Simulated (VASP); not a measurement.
# BaZrO3 (Pm-3m) in VASP: a series of runs

The runs below take BaZrO3 through single point, with HSE06, PBE.

Everything below comes from runs of VASP 6.6.1. Logs are shortened: lines on timing, memory, paths and dates and some standing lists are left out, and cuts for length are marked.

## 1. The cell of the first run

Symmetry: Pm-3m, No. 221, cubic system. Conventional cell: a = 4.228 Å, b = 4.228 Å, c = 4.228 Å, α = 90.00°, β = 90.00°, γ = 90.00°. Ba (site symmetry m-3m) has 12 O at 2.99 Å and 8 Zr at 3.66 Å within 3.9 Å. Zr (site symmetry m-3m) has 6 O at 2.11 Å within 2.8 Å. O (site symmetry 4/mmm) has 2 Zr at 2.11 Å within 2.8 Å.

## 2. Single point, HSE06

POSCAR reads:

```
BaZrO3
1.0
    4.2283851526      0.0000000000      0.0000000000
    0.0000000000      4.2283851526      0.0000000000
    0.0000000000      0.0000000000      4.2283851526
Ba Zr O
1 1 3
Direct
    0.0000000000      0.0000000000      0.0000000000
    0.5000000000      0.5000000000      0.5000000000
    0.0000000000      0.5000000000      0.5000000000
    0.5000000000      0.5000000000      0.0000000000
    0.5000000000      0.0000000000      0.5000000000
```

INCAR.step1 reads:

```
ALGO     = Normal         # electronic algorithm
EDIFF    = 1E-5           # SCF threshold, eV
ENCUT    = 520            # plane-wave cutoff, eV
GGA      = PE             # functional
GGA_COMPAT= False        
ISIF     = 2              # what is computed and relaxed
ISMEAR   = 0              # smearing method
LASPH    = True           # aspherical terms in the spheres
LREAL    = False          # projectors in reciprocal space
LWAVE    = True           # write WAVECAR
NBANDS   = 28             # bands
NELM     = 120            # most SCF steps
PREC     = Accurate       # precision mode
SIGMA    = 0.05           # smearing width, eV
```

INCAR.step2 reads:

```
ALGO     = Normal         # electronic algorithm
EDIFF    = 1E-6           # SCF threshold, eV
ENCUT    = 520            # plane-wave cutoff, eV
GGA      = PE             # functional
GGA_COMPAT= False        
HFSCREEN = 0.2079         # screening, 1/A
ISIF     = 2              # what is computed and relaxed
ISMEAR   = 0              # smearing method
ISTART   = 1            
LASPH    = True           # aspherical terms in the spheres
LCHARG   = True           # write CHGCAR
LELF     = True           # ELF
LHFCALC  = True           # exact exchange
LREAL    = False          # projectors in reciprocal space
LVHAR    = True         
LWAVE    = False          # write WAVECAR
NBANDS   = 28             # bands
NELM     = 120            # most SCF steps
PREC     = Accurate       # precision mode
PRECFOCK = Normal       
SIGMA    = 0.05           # smearing width, eV
```

KPOINTS reads:

```
k-points
0
Gamma
  4 4 4
```

Potentials or basis: VASP PAW PBE potentials, release 64 (Ba_sv, Zr_sv, O).

Launch:

```
$ cat potpaw_PBE.64/Ba_sv/POTCAR potpaw_PBE.64/Zr_sv/POTCAR potpaw_PBE.64/O/POTCAR > POTCAR
$ cp INCAR.step1 INCAR
$ mpirun -np 1 vasp_std > vasp.out
$ cp INCAR.step2 INCAR
$ mpirun -np 1 vasp_std > vasp.out
```

OUTCAR:

```text
EDIFF = 1E-6
   ENCUT = 520
   GGA = PE
   HFSCREEN = 0.2079
   ISIF = 2
   ISMEAR = 0
   ISTART = 1
   LASPH = True
   LHFCALC = True
   LREAL = False
   NELM = 120
   PREC = Accurate
   PRECFOCK = Normal

 ion  position               nearest neighbor table
   1  0.000  0.000  0.000-   3 2.99   4 2.99   5 2.99   3 2.99   5 2.99   3 2.99   4 2.99   3 2.99
                             4 2.99   5 2.99   5 2.99   4 2.99   2 3.66   2 3.66   2 3.66   2 3.66
   2  0.500  0.500  0.500-   3 2.11   4 2.11   5 2.11   4 2.11   5 2.11   3 2.11   1 3.66   1 3.66
                             1 3.66   1 3.66   1 3.66   1 3.66   1 3.66   1 3.66
   3  0.000  0.500  0.500-   2 2.11   2 2.11   1 2.99   1 2.99   1 2.99   1 2.99
   4  0.500  0.500  0.000-   2 2.11   2 2.11   1 2.99   1 2.99   1 2.99   1 2.99
   5  0.500  0.000  0.500-   2 2.11   2 2.11   1 2.99   1 2.99   1 2.99   1 2.99

  LATTYP: Found a simple cubic cell.
 ALAT       =     4.2283851526

  Lattice vectors:

 A1 = (   4.2283851526,   0.0000000000,   0.0000000000)
 A2 = (   0.0000000000,   4.2283851526,   0.0000000000)
 A3 = (   0.0000000000,   0.0000000000,   4.2283851526)

Analysis of symmetry for initial positions (statically):
=====================================================================
 Subroutine PRICEL returns:
 Original cell was already a primitive cell.

 Routine SETGRP: Setting up the symmetry group for a
 simple cubic supercell.

 Subroutine GETGRP returns: Found 48 space group operations
 (whereof 48 operations were pure point group operations)
 out of a pool of 48 trial point group operations.

The static configuration has the point symmetry O_h .

Analysis of symmetry for dynamics (positions and initial velocities):
=====================================================================
 Subroutine PRICEL returns:
 Original cell was already a primitive cell.

 Routine SETGRP: Setting up the symmetry group for a
 simple cubic supercell.

 Subroutine GETGRP returns: Found 48 space group operations
 (whereof 48 operations were pure point group operations)
 out of a pool of 48 trial point group operations.

The dynamic configuration has the point symmetry O_h .

 Subroutine INISYM returns: Found 48 space group operations
 (whereof 48 operations are pure point group operations),
 and found     1 'primitive' translations

----------------------------------------------------------------------------------------

                                     Primitive cell

  volume of cell :      75.6003

  direct lattice vectors                    reciprocal lattice vectors
     4.228385153  0.000000000  0.000000000     0.236496905  0.000000000  0.000000000
     0.000000000  4.228385153  0.000000000     0.000000000  0.236496905  0.000000000
     0.000000000  0.000000000  4.228385153     0.000000000  0.000000000  0.236496905

  length of vectors
     4.228385153  4.228385153  4.228385153     0.236496905  0.236496905  0.236496905

  position of ions in fractional coordinates (direct lattice)
     0.000000000  0.000000000  0.000000000
     0.500000000  0.500000000  0.500000000
     0.000000000  0.500000000  0.500000000
     0.500000000  0.500000000  0.000000000
     0.500000000  0.000000000  0.500000000

  ion indices of the primitive-cell ions
   primitive index   ion index
                 1           1
                 2           2
                 3           3
                 4           4
                 5           5

----------------------------------------------------------------------------------------

 KPOINTS: k-points

Automatic generation of k-mesh.
 Grid dimensions read from file:
 generate k-points for:    4    4    4

 Generating k-lattice:

  Cartesian coordinates                     Fractional coordinates (reciprocal lattice)
     0.059124226  0.000000000  0.000000000     0.250000000  0.000000000  0.000000000
     0.000000000  0.059124226  0.000000000     0.000000000  0.250000000  0.000000000
     0.000000000  0.000000000  0.059124226     0.000000000  0.000000000  0.250000000

  Length of vectors
     0.059124226  0.059124226  0.059124226

  Shift w.r.t. Gamma in fractional coordinates (k-lattice)
     0.000000000  0.000000000  0.000000000

 Subroutine IBZKPT returns following result:
 ===========================================

 Found     10 irreducible k-points:

 Following reciprocal coordinates:
            Coordinates               Weight
  0.000000  0.000000  0.000000      1.000000
  0.250000  0.000000  0.000000      6.000000
  0.500000  0.000000  0.000000      3.000000
  0.250000  0.250000  0.000000     12.000000
  0.500000  0.250000  0.000000     12.000000
  0.500000  0.500000  0.000000      3.000000
  0.250000  0.250000  0.250000      8.000000
  0.500000  0.250000  0.250000     12.000000
  0.500000  0.500000  0.250000      6.000000
  0.500000  0.500000  0.500000      1.000000
   k-points           NKPTS =     10   k-points in BZ     NKDIM =     64   number of bands    NBANDS=     28
   number of dos      NEDOS =    301   number of ions     NIONS =      5
   total plane-waves  NPLWV =  32768
   dimension x,y,z NGX =    32 NGY =   32 NGZ =   32
   dimension x,y,z NGXF=    64 NGYF=   64 NGZF=   64
   ions per type =               1   1   3
   NGX,Y,Z   is equivalent  to a cutoff of  12.58, 12.58, 12.58 a.u.
   NGXF,Y,Z  is equivalent  to a cutoff of  25.16, 25.16, 25.16 a.u.
 SYSTEM =  unknown system
   PREC   = accura    normal or accurate (medium, high low for compatibility)
   ISTART =      1    job   : 0-new  1-cont  2-samecut
   ICHARG =      0    charge: 1-file 2-atom 10-const
   ISPIN  =      1    spin polarized calculation?
   LNONCOLLINEAR =      F non collinear calculations
   LSORBIT =      F    spin-orbit coupling
   LASPH  =      T    aspherical Exc in radial PAW
   ENCUT  =  520.0 eV  38.22 Ry    6.18 a.u.   7.86  7.86  7.86*2*pi/ulx,y,z
   NELM   =    120;   NELMIN=  2; NELMDL=  0     # of ELM steps
   EDIFF  = 0.1E-05   stopping-criterion for ELM
   LREAL  =      F    real-space projection
   EDIFFG = 0.1E-04   stopping-criterion for IOM
   NSW    =      0    number of steps for IOM
   IBRION =     -1    ionic relax: 0-MD 1-quasi-New 2-CG
   NFREE  =      0    steps in history (QN), initial steepest desc. (CG)
   ISIF   =      2    stress and relaxation
   ISYM   =      3    0-nonsym 1-usesym 2-fastsym
   POTIM  = 0.5000    time-step for ionic-motion
   TEBEG  =    0.0;   TEEND  =   0.0 temperature during run
   PSTRESS=    0.0 pullay stress
   NELECT =      40.0000    total number of electrons
   NUPDOWN=      -1.0000    fix difference up-down
   EMIN   =  10.00;   EMAX   =-10.00  energy-range for DOS
   EFERMI =   0.00;   METHOD = LEGACY
   ISMEAR =     0;   SIGMA  =   0.05  broadening in eV -4-tet -1-fermi 0-gaus
   EFERMI_NEDOS =   21; number of points for ismear=-14 and -15
   IALGO  =     38    algorithm
   IMIX   =      1    mixing-type and parameters
     AMIX     =   0.40;   BMIX     =  1.00
     AMIX_MAG =   1.60;   BMIX_MAG =  1.00
  volume/ion in A,a.u.               =      15.12       102.04
  Fermi-wavevector in a.u.,A,eV,Ry     =   1.324098  2.502183 23.854235  1.753237
  Thomas-Fermi vector in A             =   2.453658
   LORBIT       =      0    0 simple, 1 ext, 2 COOP (PROOUT), +10 PAW based schemes
   GGA     = PE    functional components
   LHFCALC =     T    Hartree Fock is set to
   PRECFOCK=normal    Normal, Fast or Accurate (Low or Medium for compatibility)
   ENCUT4O =  -1.0   cutoff for four orbital integrals eV
   NKREDX  =     1    reduce k-point grid by
   NKREDY  =     1    reduce k-point grid by
   NKREDZ  =     1    reduce k-point grid by
   AEXX    =    0.2500 exact exchange contribution
   HFSCREEN=    0.2079 screening length (either q_TF or 0.3 A-1)
   HFSCREENC=   0.2079 screening length for correlation (either q_TF or 0.3 A-1)
   ENCUTFOCK=  -1.0 apply spherical cutoff to Coloumb kernel
   IVDW    =     0    specifies the selected vdW correction
   LEPSILON=     F    determine dielectric tensor
   LRPA    =     F    only Hartree local field effects (RPA)
 non-spin polarized calculation
 Gauss-broadening in eV      SIGMA  =   0.05
  energy-cutoff  :      520.00
  volume of cell :       75.60
 maximum number of plane-waves:      2048
 NGX is ok and might be reduce to    32
  NGX = 24; NGY = 24; NGZ = 24

 number of electron      39.9999986 magnetization

 Free energy of the ion-electron system (eV)
  ---------------------------------------------------
  ext. energy  EPLUGINS =         0.00000000
  ---------------------------------------------------
  free energy    TOTEN  =       -49.79897397 eV

  energy without entropy =      -49.79897397  energy(sigma->0) =      -49.79897397

 E-fermi :   2.9775     XC(G=0):  -8.7602

 val. band max:        2.5736529475   @ k =   0.5000   0.5000   0.5000
 cond. band min:       7.1726766484   @ k =   0.0000   0.0000   0.0000
 fundamental gap:      4.5990237009
 Fermi energy:         2.9775361314

 k-point     1 :       0.0000    0.0000    0.0000
  band No.  band energies     occupation
      1     -47.5025      2.00000
      2     -24.2481      2.00000
      3     -24.2481      2.00000
      4     -24.2481      2.00000
      5     -24.1898      2.00000
      6     -15.3457      2.00000
[... 20 lines left out ...]
     27      11.3688      0.00000
     28      11.3688      0.00000

 k-point     2 :       0.2500    0.0000    0.0000
  band No.  band energies     occupation
      1     -47.5009      2.00000
      2     -24.4713      2.00000
      3     -24.2434      2.00000
      4     -24.2434      2.00000
      5     -24.0712      2.00000
      6     -15.3780      2.00000
[... 20 lines left out ...]
     27      11.3700      0.00000
     28      11.9968      0.00000

 k-point     3 :       0.5000    0.0000    0.0000
  band No.  band energies     occupation
      1     -47.4992      2.00000
      2     -24.6185      2.00000
      3     -24.2388      2.00000
      4     -24.2388      2.00000
      5     -24.0211      2.00000
      6     -15.4779      2.00000
[... 20 lines left out ...]
     27      11.3934      0.00000
     28      12.6711      0.00000

 k-point     4 :       0.2500    0.2500    0.0000
  band No.  band energies     occupation
      1     -47.4992      2.00000
      2     -24.4638      2.00000
      3     -24.3812      2.00000
      4     -24.2389      2.00000
      5     -24.0509      2.00000
      6     -15.2606      2.00000
[... 144 lines left out ...]
     27      11.7592      0.00000
     28      12.9173      0.00000

 k-point     9 :       0.5000    0.5000    0.2500
  band No.  band energies     occupation
      1     -47.4942      2.00000
      2     -24.5018      2.00000
      3     -24.5018      2.00000
      4     -24.3668      2.00000
      5     -24.0767      2.00000
      6     -14.6480      2.00000
[... 20 lines left out ...]
     27      12.2764      0.00000
     28      13.5528      0.00000

 k-point    10 :       0.5000    0.5000    0.5000
  band No.  band energies     occupation
      1     -47.4926      2.00000
      2     -24.4960      2.00000
      3     -24.4960      2.00000
      4     -24.4960      2.00000
      5     -24.0588      2.00000
      6     -14.0812      2.00000
[... 20 lines left out ...]
     27      13.2939      0.00000
     28      13.2939      0.00000

------------------------ aborting loop because EDIFF is reached ----------------------------------------

  FORCE on cell =-STRESS in cart. coord.  units (eV):
  Direction    XX          YY          ZZ          XY          YZ          ZX
  --------------------------------------------------------------------------------------
  -------------------------------------------------------------------------------------
  Total       -1.4606607     -1.4606607     -1.4606607     -0.0000000     -0.0000000     -0.0000000
  in kB      -30.9553929    -30.9553929    -30.9553929     -0.0000000     -0.0000000     -0.0000000
  external PRESSURE =     -30.9553929 kB  Pullay stress =       0.0000000 kB

 VOLUME and BASIS-vectors are now :
 -----------------------------------------------------------------------------
  energy-cutoff  :      520.00
  volume of cell :       75.60
      direct lattice vectors                 reciprocal lattice vectors
     4.228385153  0.000000000  0.000000000     0.236496905  0.000000000  0.000000000
     0.000000000  4.228385153  0.000000000     0.000000000  0.236496905  0.000000000
     0.000000000  0.000000000  4.228385153     0.000000000  0.000000000  0.236496905

 POSITION                                       TOTAL-FORCE (eV/Angst)
 -----------------------------------------------------------------------------------
      0.00000      0.00000      0.00000         0.000000      0.000000      0.000000
      2.11419      2.11419      2.11419         0.000000      0.000000      0.000000
      0.00000      2.11419      2.11419         0.000000      0.000000      0.000000
      2.11419      2.11419      0.00000         0.000000      0.000000      0.000000
      2.11419      0.00000      2.11419         0.000000      0.000000      0.000000
 -----------------------------------------------------------------------------------
    total drift:                                0.000000      0.000000      0.000000

  FREE ENERGIE OF THE ION-ELECTRON SYSTEM (eV)
  ---------------------------------------------------
  free  energy   TOTEN  =       -49.7989739651 eV

  energy  without entropy=      -49.7989739651  energy(sigma->0) =      -49.79897397
```

Run time: 36 min. Hardware: 1 thread of AMD EPYC 7R13 (Zen 3), shared host; peak memory 0.29 GiB.

Results:

* Free energy: -49.7990 eV
* Pressure: -3.1 GPa
* Band gap on the k mesh: 4.60 eV (least direct gap 4.91 eV)

Caveat: the cell stands under tension; the PAW data sets were made with another functional, which shifts forces and pressure a little; spin-orbit coupling is left out, which moves the levels of the heavy elements. A k mesh can miss the band edges.

(Part 1 of 2 ends here.)
